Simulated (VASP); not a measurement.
# Si (a cell with a defect) in VASP: notebook

Runs on Si (a cell with a defect). Level: PBEsol. Tasks: single point.

All numbers are computed with VASP 6.6.1; they aren't measurements. Logs are shortened: lines on timing, memory, paths and dates and some standing lists are left out, and cuts for length are marked.

**1. The cell of the first run**

The cell holds a defect, 17 atoms: a = 7.679 Å, b = 7.679 Å, c = 7.679 Å, α = 60.00°, β = 60.00°, γ = 60.00°.

**2. Single point, PBEsol**

Input file INCAR:

```
SYSTEM = Si
PREC = Accurate ; ENCUT = 520
EDIFF = 1E-6 ; ISMEAR = 0
SIGMA = 0.02 ; LREAL = Auto
LASPH = .True. ; NELM = 80
ALGO = Normal ; ISIF = 2
LWAVE = .False. ; LCHARG = .False.
GGA = PS ; NBANDS = 48
```

Input file KPOINTS:

```
Automatic mesh
0
Gamma
  2 2 2
  0 0 0
```

Input file POSCAR:

```
Si
1.0
    0.0000000000      5.4300000000      5.4300000000
    5.4300000000      0.0000000000      5.4300000000
    5.4300000000      5.4300000000      0.0000000000
Si
17
Direct
   -0.0118526703     -0.0119775322      0.0364491713
    0.1295470534      0.1294313996      0.1266639963
    0.0079058011      0.0077978821      0.5054669429
    0.1118770718      0.1117485267      0.6652954880
    0.0066037753      0.5014658379     -0.0088864641
    0.1294889503      0.6149865562      0.1267392265
    0.0078151013      0.4794974217      0.5055329650
    0.1377577348      0.6218288214      0.6192251381
    0.5015847145      0.0064801105     -0.0088675875
    0.6151064457      0.1293563536      0.1267686924
    0.4796278085      0.0076815838      0.5055615101
    0.6219487109      0.1376323204      0.6192428177
    0.5015365562      0.5014034070     -0.0088137201
    0.6330016575      0.6328782689      0.1018476980
    0.5084416206      0.5083128913      0.4755593002
    0.6219139963      0.6217813996      0.6192900552
    0.8581739411      0.8580356354      0.4264597606
```

Potentials or basis: VASP PAW PBE potentials, release 64 (Si).

Launch:

```console
$ cat potpaw_PBE.64/Si/POTCAR > POTCAR
$ mpirun -np 1 vasp_std > vasp.out
```

OUTCAR:

```text
SYSTEM = Si
   PREC = Accurate
   ENCUT = 520
   EDIFF = 1E-6
   ISMEAR = 0
   LREAL = Auto
   LASPH = .True.
   NELM = 80
   ISIF = 2
   GGA = PS

 ion  position               nearest neighbor table
   1  0.988  0.988  0.036-   4 2.33   2 2.35   6 2.35  10 2.35  17 2.45
   2  0.130  0.129  0.127-   5 2.33   9 2.33   1 2.35   3 2.38  17 2.96
   3  0.008  0.008  0.505-   4 2.32   2 2.38  17 2.39  12 2.42   8 2.42
   4  0.112  0.112  0.665-  11 2.32   7 2.32   3 2.32   1 2.33
   5  0.007  0.501  0.991-   8 2.33   6 2.33   2 2.33  14 2.34
   6  0.129  0.615  0.127-   5 2.33  13 2.33   1 2.35   7 2.38  17 2.96
   7  0.008  0.479  0.506-   4 2.32   6 2.38  17 2.39  16 2.42   8 2.42
   8  0.138  0.622  0.619-  15 2.33   5 2.33   7 2.42   3 2.42  17 2.59
   9  0.502  0.006  0.991-  12 2.33  10 2.33   2 2.33  14 2.34
  10  0.615  0.129  0.127-   9 2.33  13 2.33   1 2.35  11 2.38  17 2.96
  11  0.480  0.008  0.506-   4 2.32  10 2.38  17 2.39  16 2.42  12 2.42
  12  0.622  0.138  0.619-  15 2.33   9 2.33  11 2.42   3 2.42  17 2.59
  13  0.502  0.501  0.991-  16 2.33   6 2.33  10 2.33  14 2.34
  14  0.633  0.633  0.102-  15 2.34   5 2.34   9 2.34  13 2.34
  15  0.508  0.508  0.476-  16 2.33  12 2.33   8 2.33  14 2.34
  16  0.622  0.622  0.619-  15 2.33  13 2.33   7 2.42  11 2.42  17 2.59
  17  0.858  0.858  0.426-   3 2.39   7 2.39  11 2.39   1 2.45   8 2.59  12 2.59  16 2.59  10 2.96
                             6 2.96   2 2.96

  LATTYP: Found a face centered cubic cell.
 ALAT       =    10.8600000000

  Lattice vectors:

 A1 = (   0.0000000000,   5.4300000000,   5.4300000000)
 A2 = (   5.4300000000,   0.0000000000,   5.4300000000)
 A3 = (   5.4300000000,   5.4300000000,   0.0000000000)

Analysis of symmetry for initial positions (statically):
=====================================================================
 Subroutine PRICEL returns:
 Original cell was already a primitive cell.

 Routine SETGRP: Setting up the symmetry group for a
 face centered cubic supercell.

 Subroutine GETGRP returns: Found  1 space group operations
 (whereof  1 operations were pure point group operations)
 out of a pool of 48 trial point group operations.

The static configuration has the point symmetry C_1 .

Analysis of symmetry for dynamics (positions and initial velocities):
=====================================================================
 Subroutine PRICEL returns:
 Original cell was already a primitive cell.

 Routine SETGRP: Setting up the symmetry group for a
 face centered cubic supercell.

 Subroutine GETGRP returns: Found  1 space group operations
 (whereof  1 operations were pure point group operations)
 out of a pool of 48 trial point group operations.

The dynamic configuration has the point symmetry C_1 .

 Subroutine INISYM returns: Found  1 space group operations
 (whereof  1 operations are pure point group operations),
 and found     1 'primitive' translations

----------------------------------------------------------------------------------------

                                     Primitive cell

  volume of cell :     320.2060

  direct lattice vectors                    reciprocal lattice vectors
     0.000000000  5.430000000  5.430000000    -0.092081031  0.092081031  0.092081031
     5.430000000  0.000000000  5.430000000     0.092081031 -0.092081031  0.092081031
     5.430000000  5.430000000  0.000000000     0.092081031  0.092081031 -0.092081031

  length of vectors
     7.679179644  7.679179644  7.679179644     0.159489025  0.159489025  0.159489025

  position of ions in fractional coordinates (direct lattice)
     0.988147330  0.988022468  0.036449171
     0.129547053  0.129431400  0.126663996
     0.007905801  0.007797882  0.505466943
     0.111877072  0.111748527  0.665295488
     0.006603775  0.501465838  0.991113536
     0.129488950  0.614986556  0.126739226
[... 9 lines left out ...]
     0.621913996  0.621781400  0.619290055
     0.858173941  0.858035635  0.426459761

  ion indices of the primitive-cell ions
   primitive index   ion index
                 1           1
                 2           2
                 3           3
                 4           4
                 5           5
                 6           6
[... 9 lines left out ...]
                16          16
                17          17

----------------------------------------------------------------------------------------

 KPOINTS: Automatic mesh

Automatic generation of k-mesh.
 Grid dimensions read from file:
 generate k-points for:    2    2    2

 Generating k-lattice:

  Cartesian coordinates                     Fractional coordinates (reciprocal lattice)
    -0.046040516  0.046040516  0.046040516     0.500000000  0.000000000  0.000000000
     0.046040516 -0.046040516  0.046040516     0.000000000  0.500000000  0.000000000
     0.046040516  0.046040516 -0.046040516     0.000000000  0.000000000  0.500000000

  Length of vectors
     0.079744512  0.079744512  0.079744512

  Shift w.r.t. Gamma in fractional coordinates (k-lattice)
     0.000000000  0.000000000  0.000000000

 Subroutine IBZKPT returns following result:
 ===========================================

 Found      8 irreducible k-points:

 Following reciprocal coordinates:
            Coordinates               Weight
  0.000000  0.000000  0.000000      1.000000
  0.500000  0.000000  0.000000      1.000000
  0.000000  0.500000  0.000000      1.000000
  0.000000  0.000000  0.500000      1.000000
  0.500000  0.500000  0.500000      1.000000
  0.500000  0.500000  0.000000      1.000000
  0.000000  0.500000  0.500000      1.000000
  0.500000  0.000000  0.500000      1.000000
   k-points           NKPTS =      8   k-points in BZ     NKDIM =      8   number of bands    NBANDS=     48
   number of dos      NEDOS =    301   number of ions     NIONS =     17
   total plane-waves  NPLWV = 216000
   dimension x,y,z NGX =    60 NGY =   60 NGZ =   60
   dimension x,y,z NGXF=   120 NGYF=  120 NGZF=  120
   ions per type =              17
   NGX,Y,Z   is equivalent  to a cutoff of  12.99, 12.99, 12.99 a.u.
   NGXF,Y,Z  is equivalent  to a cutoff of  25.98, 25.98, 25.98 a.u.
 SYSTEM =  Si
   PREC   = accura    normal or accurate (medium, high low for compatibility)
   ISTART =      0    job   : 0-new  1-cont  2-samecut
   ICHARG =      2    charge: 1-file 2-atom 10-const
   ISPIN  =      1    spin polarized calculation?
   LNONCOLLINEAR =      F non collinear calculations
   LSORBIT =      F    spin-orbit coupling
   LASPH  =      T    aspherical Exc in radial PAW
   ENCUT  =  520.0 eV  38.22 Ry    6.18 a.u.  14.28 14.28 14.28*2*pi/ulx,y,z
   NELM   =     80;   NELMIN=  2; NELMDL= -5     # of ELM steps
   EDIFF  = 0.1E-05   stopping-criterion for ELM
   LREAL  =      T    real-space projection
   EDIFFG = 0.1E-04   stopping-criterion for IOM
   NSW    =      0    number of steps for IOM
   IBRION =     -1    ionic relax: 0-MD 1-quasi-New 2-CG
   NFREE  =      0    steps in history (QN), initial steepest desc. (CG)
   ISIF   =      2    stress and relaxation
   ISYM   =      2    0-nonsym 1-usesym 2-fastsym
   POTIM  = 0.5000    time-step for ionic-motion
   TEBEG  =    0.0;   TEEND  =   0.0 temperature during run
   PSTRESS=    0.0 pullay stress
   NELECT =      68.0000    total number of electrons
   NUPDOWN=      -1.0000    fix difference up-down
   EMIN   =  10.00;   EMAX   =-10.00  energy-range for DOS
   EFERMI =   0.00;   METHOD = LEGACY
   ISMEAR =     0;   SIGMA  =   0.02  broadening in eV -4-tet -1-fermi 0-gaus
   EFERMI_NEDOS =   21; number of points for ismear=-14 and -15
   IALGO  =     38    algorithm
   IMIX   =      4    mixing-type and parameters
     AMIX     =   0.40;   BMIX     =  1.00
     AMIX_MAG =   1.60;   BMIX_MAG =  1.00
  volume/ion in A,a.u.               =      18.84       127.11
  Fermi-wavevector in a.u.,A,eV,Ry     =   0.976715  1.845724 12.979587  0.953973
  Thomas-Fermi vector in A             =   2.107356
   LORBIT       =      0    0 simple, 1 ext, 2 COOP (PROOUT), +10 PAW based schemes
   GGA     = PS    functional components
   LHFCALC =     F    Hartree Fock is set to
   AEXX    =    0.0000 exact exchange contribution
   IVDW    =     0    specifies the selected vdW correction
   LEPSILON=     F    determine dielectric tensor
   LRPA    =     F    only Hartree local field effects (RPA)
 non-spin polarized calculation
 Gauss-broadening in eV      SIGMA  =   0.02
  energy-cutoff  :      520.00
  volume of cell :      320.21
 maximum number of plane-waves:      8646
 NGX is ok and might be reduce to    60
   NGX = 29   NGY = 29   NGZ = 29

 number of electron      68.0000000 magnetization

 Free energy of the ion-electron system (eV)
  ---------------------------------------------------
  ext. energy  EPLUGINS =         0.00000000
  ---------------------------------------------------
  free energy    TOTEN  =       -93.81220478 eV

  energy without entropy =      -93.80834801  energy(sigma->0) =      -93.81027640

 E-fermi :   6.7783     XC(G=0):  -9.8123

 val. band max:        6.6403798733   @ k =   0.0000   0.0000   0.0000
 cond. band min:       6.7841965565   @ k =   0.5000   0.5000   0.0000
 fundamental gap:      0.1438166832
 Fermi energy:         6.7782793242

 k-point     1 :       0.0000    0.0000    0.0000
  band No.  band energies     occupation
      1      -6.3652      2.00000
      2      -3.8715      2.00000
      3      -3.6836      2.00000
      4      -3.6835      2.00000
      5      -3.5803      2.00000
      6      -2.8162      2.00000
[... 38 lines left out ...]
     45       8.1227      0.00000
     46       8.8409      0.00000

 k-point     2 :       0.5000    0.0000    0.0000
  band No.  band energies     occupation
      1      -5.9467      2.00000
      2      -5.0307      2.00000
      3      -3.6479      2.00000
      4      -3.5025      2.00000
      5      -3.3737      2.00000
      6      -3.0176      2.00000
[... 286 lines left out ...]
 k-point     8 :       0.5000    0.0000    0.5000
  band No.  band energies     occupation
      1      -5.8187      2.00000
      2      -4.7760      2.00000
      3      -4.0614      2.00000
      4      -3.9367      2.00000
      5      -3.8994      2.00000
      6      -3.6848      2.00000
[... 38 lines left out ...]
     45      10.0357      0.00000
     46      10.2277      0.00000
 [bands above 46 left out]

------------------------ aborting loop because EDIFF is reached ----------------------------------------

  FORCE on cell =-STRESS in cart. coord.  units (eV):
  Direction    XX          YY          ZZ          XY          YZ          ZX
  --------------------------------------------------------------------------------------
  -------------------------------------------------------------------------------------
  Total        6.3543962      6.3572772      6.3487388     -0.4930205      0.4926551      0.4920763
  in kB       31.7947478     31.8091635     31.7664408     -2.4668690      2.4650408      2.4621446
  external PRESSURE =      31.7901174 kB  Pullay stress =       0.0000000 kB

 VOLUME and BASIS-vectors are now :
 -----------------------------------------------------------------------------
  energy-cutoff  :      520.00
  volume of cell :      320.21
      direct lattice vectors                 reciprocal lattice vectors
     0.000000000  5.430000000  5.430000000    -0.092081031  0.092081031  0.092081031
     5.430000000  0.000000000  5.430000000     0.092081031 -0.092081031  0.092081031
     5.430000000  5.430000000  0.000000000     0.092081031  0.092081031 -0.092081031

 POSITION                                       TOTAL-FORCE (eV/Angst)
 -----------------------------------------------------------------------------------
      5.56288      5.56356     10.73060        -0.091647     -0.091050      0.093276
      1.39060      1.39123      1.40625        -0.003764     -0.003392     -0.031392
      2.78703      2.78761      0.08527        -0.017252     -0.017465     -0.088826
      4.21935      4.22005      1.21429        -0.060661     -0.060864      0.060152
      8.10471      5.41760      2.75882         0.022521      0.026370     -0.023350
      4.02757      1.39132      4.04250         0.031128     -0.003159      0.003463
[... 9 lines left out ...]
      6.73902      6.73974      6.75327         0.025097      0.024624     -0.024014
      6.97481      6.97556      9.31902        -0.151309     -0.151548      0.150082
 -----------------------------------------------------------------------------------
    total drift:                               -0.008043     -0.009904      0.005630

  FREE ENERGIE OF THE ION-ELECTRON SYSTEM (eV)
  ---------------------------------------------------
  free  energy   TOTEN  =       -93.8122047828 eV

  energy  without entropy=      -93.8083480100  energy(sigma->0) =      -93.81027640
```

It took 6.7 min on 1 thread of Intel Xeon Platinum 8488C (Sapphire Rapids), shared host; peak memory 0.46 GiB.

Results:

| Item | Value |
| --- | --- |
| Free energy | -93.8122 eV |
| Pressure | 3.2 GPa |
| Largest force | 0.262 eV/Å |
| Band gap on the k mesh | zero (band 34 reaches 6.78 eV, above the bottom of band 35 at 6.64 eV) |

Forces in eV/Å, atoms in the order of the input:
```
Si  -0.092 -0.091  0.093
Si  -0.004 -0.003 -0.031
Si  -0.017 -0.017 -0.089
Si  -0.061 -0.061  0.060
Si   0.023  0.026 -0.023
Si   0.031 -0.003  0.003
Si   0.089 -0.016  0.017
Si   0.024  0.024 -0.024
Si   0.026  0.022 -0.023
Si  -0.003  0.032  0.004
Si  -0.017  0.089  0.017
Si   0.024  0.024 -0.024
Si   0.023  0.023 -0.025
Si   0.039  0.039 -0.038
Si   0.040  0.040 -0.043
Si   0.025  0.025 -0.024
Si  -0.151 -0.152  0.150
```

Caveat: the k points lie up to 0.50 Å⁻¹ apart; the PAW data sets were made with another functional, which shifts forces and pressure a little.

(Part 1 of 2 ends here.)
